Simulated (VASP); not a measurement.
# As (Fd-3m) in VASP: notebook

As is run at these levels: PBEsol; tasks: single point.

Program: VASP 6.6.1. These are calculated values, not measurements. Logs are shortened: lines on timing, memory, paths and dates and some standing lists are left out, and cuts for length are marked.

### 1 The cell of the first run

Symmetry: Fd-3m, No. 227, cubic system. The conventional cell has a = 5.933 Å, b = 5.933 Å, c = 5.933 Å, α = 90.00°, β = 90.00°, γ = 90.00°. Within 3.4 Å of As (site symmetry -43m) lie 4 As at 2.57 Å.

### 2 Single point, PBEsol (volume scaled by 0.96)

File INCAR:

```
PREC = Accurate
ENCUT = 520
EDIFF = 1E-6
ISMEAR = -1
SIGMA = 0.1
LREAL = False
LASPH = True
NELM = 100
ALGO = Normal
ISIF = 2
LWAVE = False
LCHARG = False
GGA = PS
NBANDS = 12
```

File KPOINTS:

```
Automatic mesh
0
Gamma
  10 10 10
```

File POSCAR:

```
As
1.0
    0.0000000000      2.9663881913      2.9663881913
    2.9663881913      0.0000000000      2.9663881913
    2.9663881913      2.9663881913      0.0000000000
As
2
Direct
    0.1250000000      0.1250000000      0.1250000000
    0.8750000000      0.8750000000      0.8750000000
```

Potentials or basis: VASP PAW PBE potentials, release 64 (As).

Run with:

```
> cat potpaw_PBE.64/As/POTCAR > POTCAR
> mpirun -np 1 vasp_std > vasp.out
```

OUTCAR:

```text
PREC = Accurate
   ENCUT = 520
   EDIFF = 1E-6
   ISMEAR = -1
   LREAL = False
   LASPH = True
   NELM = 100
   ISIF = 2
   GGA = PS

 ion  position               nearest neighbor table
   1  0.125  0.125  0.125-   2 2.57   2 2.57   2 2.57   2 2.57
   2  0.875  0.875  0.875-   1 2.57   1 2.57   1 2.57   1 2.57

  LATTYP: Found a face centered cubic cell.
 ALAT       =     5.9327763826

  Lattice vectors:

 A1 = (   0.0000000000,   2.9663881913,   2.9663881913)
 A2 = (   2.9663881913,   0.0000000000,   2.9663881913)
 A3 = (   2.9663881913,   2.9663881913,   0.0000000000)

Analysis of symmetry for initial positions (statically):
=====================================================================
 Subroutine PRICEL returns:
 Original cell was already a primitive cell.

 Routine SETGRP: Setting up the symmetry group for a
 face centered cubic supercell.

 Subroutine GETGRP returns: Found 48 space group operations
 (whereof 12 operations were pure point group operations)
 out of a pool of 48 trial point group operations.

The static configuration has the point symmetry D_3d.
 The point group associated with its full space group is O_h .

Analysis of symmetry for dynamics (positions and initial velocities):
=====================================================================
 Subroutine PRICEL returns:
 Original cell was already a primitive cell.

 Routine SETGRP: Setting up the symmetry group for a
 face centered cubic supercell.

 Subroutine GETGRP returns: Found 48 space group operations
 (whereof 12 operations were pure point group operations)
 out of a pool of 48 trial point group operations.

The dynamic configuration has the point symmetry D_3d.
 The point group associated with its full space group is O_h .

 Subroutine INISYM returns: Found 48 space group operations
 (whereof 12 operations are pure point group operations),
 and found     1 'primitive' translations

----------------------------------------------------------------------------------------

                                     Primitive cell

  volume of cell :      52.2052

  direct lattice vectors                    reciprocal lattice vectors
     0.000000000  2.966388191  2.966388191    -0.168555148  0.168555148  0.168555148
     2.966388191  0.000000000  2.966388191     0.168555148 -0.168555148  0.168555148
     2.966388191  2.966388191  0.000000000     0.168555148  0.168555148 -0.168555148

  length of vectors
     4.195106411  4.195106411  4.195106411     0.291946080  0.291946080  0.291946080

  position of ions in fractional coordinates (direct lattice)
     0.125000000  0.125000000  0.125000000
     0.875000000  0.875000000  0.875000000

  ion indices of the primitive-cell ions
   primitive index   ion index
                 1           1
                 2           2

----------------------------------------------------------------------------------------

 KPOINTS: Automatic mesh

Automatic generation of k-mesh.
 Grid dimensions read from file:
 generate k-points for:   10   10   10

 Generating k-lattice:

  Cartesian coordinates                     Fractional coordinates (reciprocal lattice)
    -0.016855515  0.016855515  0.016855515     0.100000000  0.000000000  0.000000000
     0.016855515 -0.016855515  0.016855515     0.000000000  0.100000000  0.000000000
     0.016855515  0.016855515 -0.016855515     0.000000000  0.000000000  0.100000000

  Length of vectors
     0.029194608  0.029194608  0.029194608

  Shift w.r.t. Gamma in fractional coordinates (k-lattice)
     0.000000000  0.000000000  0.000000000

 Subroutine IBZKPT returns following result:
 ===========================================

 Found     47 irreducible k-points:

 Following reciprocal coordinates:
            Coordinates               Weight
  0.000000  0.000000  0.000000      1.000000
  0.100000  0.000000  0.000000      8.000000
  0.200000  0.000000  0.000000      8.000000
  0.300000  0.000000  0.000000      8.000000
  0.400000  0.000000  0.000000      8.000000
  0.500000  0.000000  0.000000      4.000000
[... 16 lines left out ...]
  0.300000  0.300000  0.000000      6.000000
  0.400000  0.300000  0.000000     24.000000
 [... further k-points ...]
   k-points           NKPTS =     47   k-points in BZ     NKDIM =     47   number of bands    NBANDS=     12
   number of dos      NEDOS =    301   number of ions     NIONS =      2
   total plane-waves  NPLWV =  32768
   dimension x,y,z NGX =    32 NGY =   32 NGZ =   32
   dimension x,y,z NGXF=    64 NGYF=   64 NGZF=   64
   ions per type =               2
   NGX,Y,Z   is equivalent  to a cutoff of  12.68, 12.68, 12.68 a.u.
   NGXF,Y,Z  is equivalent  to a cutoff of  25.36, 25.36, 25.36 a.u.
 SYSTEM =  unknown system
   PREC   = accura    normal or accurate (medium, high low for compatibility)
   ISTART =      0    job   : 0-new  1-cont  2-samecut
   ICHARG =      2    charge: 1-file 2-atom 10-const
   ISPIN  =      1    spin polarized calculation?
   LNONCOLLINEAR =      F non collinear calculations
   LSORBIT =      F    spin-orbit coupling
   LASPH  =      T    aspherical Exc in radial PAW
   ENCUT  =  520.0 eV  38.22 Ry    6.18 a.u.   7.80  7.80  7.80*2*pi/ulx,y,z
   NELM   =    100;   NELMIN=  2; NELMDL= -5     # of ELM steps
   EDIFF  = 0.1E-05   stopping-criterion for ELM
   LREAL  =      F    real-space projection
   EDIFFG = 0.1E-04   stopping-criterion for IOM
   NSW    =      0    number of steps for IOM
   IBRION =     -1    ionic relax: 0-MD 1-quasi-New 2-CG
   NFREE  =      0    steps in history (QN), initial steepest desc. (CG)
   ISIF   =      2    stress and relaxation
   ISYM   =      2    0-nonsym 1-usesym 2-fastsym
   POTIM  = 0.5000    time-step for ionic-motion
   TEBEG  =    0.0;   TEEND  =   0.0 temperature during run
   PSTRESS=    0.0 pullay stress
   NELECT =      10.0000    total number of electrons
   NUPDOWN=      -1.0000    fix difference up-down
   EMIN   =  10.00;   EMAX   =-10.00  energy-range for DOS
   EFERMI =   0.00;   METHOD = LEGACY
   ISMEAR =    -1;   SIGMA  =   0.10  broadening in eV -4-tet -1-fermi 0-gaus
   EFERMI_NEDOS =   21; number of points for ismear=-14 and -15
   IALGO  =     38    algorithm
   IMIX   =      4    mixing-type and parameters
     AMIX     =   0.40;   BMIX     =  1.00
     AMIX_MAG =   1.60;   BMIX_MAG =  1.00
  volume/ion in A,a.u.               =      26.10       176.15
  Fermi-wavevector in a.u.,A,eV,Ry     =   0.943706  1.783346 12.117098  0.890582
  Thomas-Fermi vector in A             =   2.071440
   LORBIT       =      0    0 simple, 1 ext, 2 COOP (PROOUT), +10 PAW based schemes
   GGA     = PS    functional components
   LHFCALC =     F    Hartree Fock is set to
   AEXX    =    0.0000 exact exchange contribution
   IVDW    =     0    specifies the selected vdW correction
   LEPSILON=     F    determine dielectric tensor
   LRPA    =     F    only Hartree local field effects (RPA)
 non-spin polarized calculation
  energy-cutoff  :      520.00
  volume of cell :       52.21
 maximum number of plane-waves:      1422
   NGX = 15   NGY = 15   NGZ = 15

 number of electron      10.0000002 magnetization

 Free energy of the ion-electron system (eV)
  ---------------------------------------------------
  ext. energy  EPLUGINS =         0.00000000
  ---------------------------------------------------
  free energy    TOTEN  =        -9.44508659 eV

  energy without entropy =       -9.40230160  energy(sigma->0) =       -9.42369410

 E-fermi :   3.4888     XC(G=0):  -9.1244

 val. band max:        3.4764059397   @ k =   0.5000   0.4000   0.1000
 cond. band min:       3.4913265126   @ k =   0.4000   0.3000   0.0000
 fundamental gap:      0.0149205729
 Fermi energy:         3.4887716584

 k-point     1 :       0.0000    0.0000    0.0000
  band No.  band energies     occupation
      1     -10.7286      2.00000
      2      -1.9572      2.00000
      3       1.2977      2.00000
      4       1.2977      2.00000
      5       1.2977      2.00000
      6       4.1426      0.00289
      7       4.1426      0.00289
      8       4.1426      0.00289
      9       8.3202      0.00000
     10      11.4785      0.00000
     11      11.4785      0.00000
     12      13.2639      0.00000

 k-point     2 :       0.1000    0.0000    0.0000
  band No.  band energies     occupation
      1     -10.6331      2.00000
      2      -2.4816      2.00000
      3       1.1514      2.00000
      4       1.1514      2.00000
      5       1.4080      2.00000
      6       4.3551      0.00035
      7       4.3551      0.00035
      8       4.3814      0.00027
      9       8.8045      0.00000
     10      11.0355      0.00000
     11      11.0355      0.00000
     12      12.8268      0.00000

 k-point     3 :       0.2000    0.0000    0.0000
  band No.  band energies     occupation
      1     -10.3553      2.00000
      2      -3.5874      2.00000
      3       0.8422      2.00000
      4       0.8422      2.00000
      5       1.3472      2.00000
      6       4.8066      0.00000
      7       4.8066      0.00000
      8       5.2603      0.00000
      9       9.7845      0.00000
     10      10.6299      0.00000
     11      10.6299      0.00000
     12      12.4129      0.00000
[... 286 lines left out ...]
 k-point    23 :       0.3000    0.3000    0.0000
  band No.  band energies     occupation
      1      -9.6005      2.00000
      2      -5.2337      2.00000
      3      -0.3804      2.00000
      4      -0.3804      2.00000
      5       2.7941      1.99808
      6       3.3360      1.64334
      7       7.2098      0.00000
      8       7.2098      0.00000
      9       8.8743      0.00000
     10      12.1117      0.00000
     11      12.8925      0.00000
     12      15.8598      0.00000

 k-point    24 :       0.4000    0.3000    0.0000
  band No.  band energies     occupation
      1      -9.1665      2.00000
      2      -5.9579      2.00000
      3      -0.8046      2.00000
      4      -0.5566      2.00000
      5       2.9022      1.99435
      6       3.4913      0.98723
      7       7.4146      0.00000
      8       7.6823      0.00000
      9       9.8077      0.00000
     10      12.2829      0.00000
     11      13.3978      0.00000
     12      15.1893      0.00000

 [... further k-points ...]

------------------------ aborting loop because EDIFF is reached ----------------------------------------

  FORCE on cell =-STRESS in cart. coord.  units (eV):
  Direction    XX          YY          ZZ          XY          YZ          ZX
  --------------------------------------------------------------------------------------
  -------------------------------------------------------------------------------------
  Total        0.7797996      0.7797996      0.7797996      0.0000000      0.0000000      0.0000000
  in kB       23.9320366     23.9320366     23.9320366      0.0000000      0.0000000      0.0000000
  external PRESSURE =      23.9320366 kB  Pullay stress =       0.0000000 kB

 VOLUME and BASIS-vectors are now :
 -----------------------------------------------------------------------------
  energy-cutoff  :      520.00
  volume of cell :       52.21
      direct lattice vectors                 reciprocal lattice vectors
     0.000000000  2.966388191  2.966388191    -0.168555148  0.168555148  0.168555148
     2.966388191  0.000000000  2.966388191     0.168555148 -0.168555148  0.168555148
     2.966388191  2.966388191  0.000000000     0.168555148  0.168555148 -0.168555148

 POSITION                                       TOTAL-FORCE (eV/Angst)
 -----------------------------------------------------------------------------------
      0.74160      0.74160      0.74160         0.000000     -0.000000      0.000000
      5.19118      5.19118      5.19118        -0.000000      0.000000     -0.000000
 -----------------------------------------------------------------------------------
    total drift:                                0.000000      0.000000     -0.000000

  FREE ENERGIE OF THE ION-ELECTRON SYSTEM (eV)
  ---------------------------------------------------
  free  energy   TOTEN  =        -9.4450865936 eV

  energy  without entropy=       -9.4023015972  energy(sigma->0) =       -9.42369410
```

Wall time 32 s (1 thread of AMD EPYC, shared host); peak memory 0.15 GiB.

Results:

- Free energy: -9.4451 eV
- Pressure: 2.4 GPa
- Band gap on the k mesh: zero (band 5 reaches 4.45 eV, above the bottom of band 6 at 2.76 eV)

Caveat: the cell differs from its parent crystal (volume scaled by 0.96); the PAW data sets were made with another functional, which shifts forces and pressure a little.

### 3 Single point, PBEsol

This run uses another cell than the first one, of 27.19 Å³/atom, 1.042 times its volume.

File INCAR:

```
ALGO     = Normal         # electronic algorithm
EDIFF    = 1E-6           # SCF threshold, eV
ENCUT    = 520            # plane-wave cutoff, eV
GGA      = PS             # functional
ISIF     = 2              # what is computed and relaxed
ISMEAR   = -1             # smearing method
LASPH    = True           # aspherical terms in the spheres
LCHARG   = True           # write CHGCAR
LELF     = True           # ELF
LREAL    = False          # projectors in reciprocal space
LVHAR    = True         
LWAVE    = False          # write WAVECAR
NBANDS   = 12             # bands
NELM     = 80             # most SCF steps
PREC     = Accurate       # precision mode
SIGMA    = 0.1            # smearing width, eV
```

File KPOINTS:

```
k-points
0
Gamma
  10 10 10
```

File POSCAR:

```
As
1.0
    0.0000000000      3.0070286961      3.0070286961
    3.0070286961      0.0000000000      3.0070286961
    3.0070286961      3.0070286961      0.0000000000
As
2
Direct
    0.1250000000      0.1250000000      0.1250000000
    0.8750000000      0.8750000000      0.8750000000
```

Potentials or basis: VASP PAW PBE potentials, release 64 (As).

Run with:

```
> cat potpaw_PBE.64/As/POTCAR > POTCAR
> mpirun -np 1 vasp_std > vasp.out
```

Wall time 36 s (1 thread of AMD EPYC, shared host); peak memory 0.15 GiB.

Results (log left out):

* Free energy: -9.4616 eV
* Pressure: 0.1 GPa
* Band gap on the k mesh: zero (band 5 reaches 4.04 eV, above the bottom of band 6 at 2.47 eV)

Levels at points of the mesh, in eV from the Fermi level:
| k point | band 2 | band 3 | band 4 | band 5 | band 6 | band 7 | band 8 | band 9 |
| --- | --- | --- | --- | --- | --- | --- | --- | --- |
| (0.00, 0.00, 0.00) | -5.68 | -2.10 | -2.10 | -2.10 | 0.69 | 0.69 | 0.69 | 4.80 |
| (0.50, 0.00, 0.00) | -9.51 | -3.07 | -3.07 | -2.66 | 1.94 | 1.94 | 5.11 | 7.05 |
| (0.50, 0.50, 0.00) | -11.05 | -4.19 | -4.19 | -0.66 | -0.66 | 5.34 | 5.34 | 7.69 |

Caveat: the PAW data sets were made with another functional, which shifts forces and pressure a little.
